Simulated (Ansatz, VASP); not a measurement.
**NaI: VASP beside Ansatz**

The input INCAR:

```
SYSTEM = NaI
ALGO = Normal
EDIFF = 1E-6
ENCUT = 520
GGA = PE
ISIF = 2
ISMEAR = -1
LASPH = .True.
LCHARG = .True.
LELF = .True.
LREAL = .False.
LVHAR = .True.
LWAVE = .False.
NBANDS = 14
NELM = 100
PREC = Accurate
SIGMA = 0.01
```

Contents of KPOINTS:

```
k-points
0
Gamma
  7 7 7
  0 0 0
```

File POSCAR:

```
NaI
1.0
    0.0000000000      3.1708944983      3.1708944983
    3.1708944983      0.0000000000      3.1708944983
    3.1708944983      3.1708944983      0.0000000000
Na I
1 1
Direct
    0.0000000000      0.0000000000      0.0000000000
    0.5000000000      0.5000000000      0.5000000000
```

Input for Ansatz:

```yaml
crystal:
  lattice:
    - [0.0, 3.1708944983, 3.1708944983]
    - [3.1708944983, 0.0, 3.1708944983]
    - [3.1708944983, 3.1708944983, 0.0]
  atoms:
    - { symbol: Na, position: [0.0, 0.0, 0.0] }
    - { symbol: I, position: [0.5, 0.5, 0.5] }
kpoints:
  mp_grid: { grid: [7, 7, 7] }
scf:
  occupations: { method: fermi_dirac, width: 0.01 }
hamiltonian:
  xc: pbe
  pseudopotentials: { kind: all_electron, lapw: { basis_error: 0.001 } }
output:
  forces: true
  stress: true
  eigenvalues: true
```

Change from the starting cell: volume scaled by 0.9405.

Alike in both runs: task single point; functional PBE; k mesh 7 × 7 × 7; occupations fermi-dirac, width 0.01 eV; no spin polarisation.

|  | VASP | Ansatz |
| --- | --- | --- |
| version | VASP 6.6.1 | Ansatz 0.2.0 |
| potentials or method | VASP PAW PBE potentials, release 64 (Na_pv, I), cutoff 520 eV | all-electron LAPW, scalar-relativistic |

|  | VASP | Ansatz | Ansatz less VASP |
| --- | --- | --- | --- |
| gap on the k mesh at the Fermi level (eV) | 3.81 | 3.82 | +0.004 |
| pressure (GPa) | 1.7 | 1.6 | -0.02 |

Ansatz ran all-electron here, and VASP with PAW potentials.

Neither program's run includes spin-orbit coupling.
